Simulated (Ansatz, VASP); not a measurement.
# Two plane-wave programs on SiO2

```xyz
12
Lattice="-4.4424 4.4424 2.6036 4.4424 -4.4424 2.6036 4.4424 4.4424 -2.6036" Properties=species:S:1:pos:R:3 pbc="T T T"
Si    1.5728    1.5728    0.0000
Si   -2.8697    2.8697    2.6036
Si    2.8697   -2.8697    2.6036
Si    2.8697    2.8697    2.6036
O     2.2212    2.2212    1.3018
O     2.2212   -2.2212    1.3018
O    -2.2212    2.2212    1.3018
O     2.2212    2.2212   -1.3018
O     1.8613    0.0000    0.0000
O     0.0000    7.0236    0.0000
O     0.0000    1.8613    0.0000
O     7.0236    0.0000    0.0000
```

Alike in both runs: task single point; functional LDA; k mesh 6 × 6 × 6; occupations gaussian, width 0.02 eV; no spin polarisation.

|  | VASP | Ansatz |
| --- | --- | --- |
| version | VASP 6.6.1 | Ansatz 0.2.0 |
| potentials or method | VASP PAW LDA potentials, release 64 (Si, O), cutoff 520 eV | scalar-relativistic, plane waves, PAW |
| valence electrons in the cell | 64 | 64 |

Ansatz gave:

* gap on the k mesh at the Fermi level (eV): 5.36
* least direct gap on the mesh (eV): 5.36
* pressure (GPa): 1.0
* rms of the force components (eV/Å): 0.001

Problem. Estimate VASP's values.

Solution. gap on the k mesh at the Fermi level (eV): 5.35; least direct gap on the mesh (eV): 5.35; pressure (GPa): 1.4; rms of the force components (eV/Å): 0.012.

LDA's correlation is that of Perdew and Zunger in VASP and of Perdew and Wang (1992) in Ansatz. Atom by atom the forces differ by 0.011 eV/Å (rms over components).
